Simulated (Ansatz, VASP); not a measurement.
**Si5C3 in VASP and in Ansatz**

File INCAR:

```
SYSTEM = Si5C3
  PREC = Accurate
  ENCUT = 600
  EDIFF = 1E-6
  ISMEAR = 0
  SIGMA = 0.2
  LREAL = .FALSE.
  LASPH = .TRUE.
  NELM = 80
  ALGO = Normal
  ISIF = 3
  LWAVE = .FALSE.
  LCHARG = .FALSE.
  GGA = PE
  IBRION = 2
  NSW = 36
  EDIFFG = -0.08
```

Contents of KPOINTS:

```
regular mesh
0
G
  4 4 4
  0 0 0
```

POSCAR

```
Si5C3
1.0
    4.7700000000      0.0000000000      0.0000000000
    0.0000000000      4.7700000000      0.0000000000
    0.0000000000      0.0000000000      4.7700000000
Si C
5 3
Direct
    0.0000000000      0.0000000000      0.0000000000
    0.7500000000      0.2500000000      0.7500000000
    0.2500000000      0.7500000000      0.7500000000
    0.7500000000      0.7500000000      0.2500000000
    0.2500000000      0.2500000000      0.2500000000
    0.5000000000      0.5000000000      0.0000000000
    0.5000000000      0.0000000000      0.5000000000
    0.0000000000      0.5000000000      0.5000000000
```

Input for Ansatz:

```yaml
crystal:
  lattice:
    - [4.77, 0.0, 0.0]
    - [0.0, 4.77, 0.0]
    - [0.0, 0.0, 4.77]
  atoms:
    - { symbol: Si, position: [0.0, 0.0, 0.0] }
    - { symbol: Si, position: [0.75, 0.25, 0.75] }
    - { symbol: Si, position: [0.25, 0.75, 0.75] }
    - { symbol: Si, position: [0.75, 0.75, 0.25] }
    - { symbol: Si, position: [0.25, 0.25, 0.25] }
    - { symbol: C, position: [0.5, 0.5, 0.0] }
    - { symbol: C, position: [0.5, 0.0, 0.5] }
    - { symbol: C, position: [0.0, 0.5, 0.5] }
basis:
  ecutwfc: 420
kpoints:
  mp_grid: { grid: [4, 4, 4] }
hamiltonian:
  xc: pbe
scf:
  occupations: { method: gaussian, width: 0.2 }
  lower_state_search: "off"
output:
  forces: true
  stress: true
  eigenvalues: true
relax:
  adjacent_minimum: "off"
  f_tol: 0.08
  max_steps: 16
  cell: { stress_tol: 0.8 }
```

Alike in both runs: task relaxation of cell and atoms; functional PBE; k mesh 4 × 4 × 4; occupations gaussian, width 0.2 eV; no spin polarisation.

|  | VASP | Ansatz |
| --- | --- | --- |
| version | VASP 6.6.1 | Ansatz 0.2.0 |
| potentials or method | VASP PAW PBE potentials, release 64 (Si, C), cutoff 600 eV | scalar-relativistic, plane waves, PAW |
| valence electrons in the cell | 32 | 32 |

Ansatz gave:

* gap on the k mesh at the Fermi level, each at its own relaxed structure (eV): none
* relaxed volume (Å³/atom): 12.75
* relaxed cell length with the largest relative difference (Å): 4.672

Problem. Which values does VASP return?

Solution. gap on the k mesh at the Fermi level, each at its own relaxed structure (eV): none; relaxed volume (Å³/atom): 12.70; relaxed cell length with the largest relative difference (Å): 4.666.

A gap of «none» marks a metal or a gap that the smearing closes.
